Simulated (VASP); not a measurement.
Write the native input for VASP 6.6.1 that does the following.

```yaml
Task: single point
Functional: PBE
Potentials_or_basis: VASP PAW PBE potentials, release 64 (Al, B, P)
Cutoff: 520 eV
k_mesh: 6 × 6 × 6
Occupations: gaussian, width 0.1 eV
Spin: no spin polarisation
Dipole_correction: no
Further_INCAR_settings: ALGO = Normal; EDIFF = 1e-07; NBANDS = 26
```

The structure of AlB3P4 lies in POSCAR:

```
AlB3P4
1.0
   -2.4050635034      2.4050635034      4.7807233450
    2.4050635034     -2.4050635034      4.7807233450
    2.4050635034      2.4050635034     -4.7807233450
Al B P
1 3 4
Direct
    0.5000000000      0.5000000000      0.0000000000
    0.0000000000      0.0000000000      0.0000000000
    0.7500000000      0.2500000000      0.5000000000
    0.2500000000      0.7500000000      0.5000000000
    0.3573149807      0.3573149807      0.4455054595
    0.0881904788      0.6426850193      0.0000000000
    0.9118095212      0.9118095212      0.5544945405
    0.6426850193      0.0881904788      0.0000000000
```

The input as run:

INCAR

```
SYSTEM = AlB3P4
PREC = Accurate
ENCUT = 520
EDIFF = 1E-7
ISMEAR = 0
SIGMA = 0.1
LREAL = .FALSE.
LASPH = .TRUE.
NELM = 100
ALGO = Normal
ISIF = 2
LWAVE = .FALSE.
LCHARG = .FALSE.
GGA = PE
NBANDS = 26
```

KPOINTS

```
regular mesh
0
G
  6 6 6
  0 0 0
```

Potentials or basis: VASP PAW PBE potentials, release 64 (Al, B, P).

Command:

```console
$ cat potpaw_PBE.64/Al/POTCAR potpaw_PBE.64/B/POTCAR potpaw_PBE.64/P/POTCAR > POTCAR
$ mpirun -np 1 vasp_std > vasp.out
```

Results of the run:

| Quantity | Value |
| --- | --- |
| Pressure | -0.2 GPa |
| Largest force | 0.007 eV/Å |
| Band gap on the k mesh | 0.94 eV |

It took 3.7 min on 1 thread of Intel Xeon 8259CL, on a shared host, peak memory 0.33 GiB.
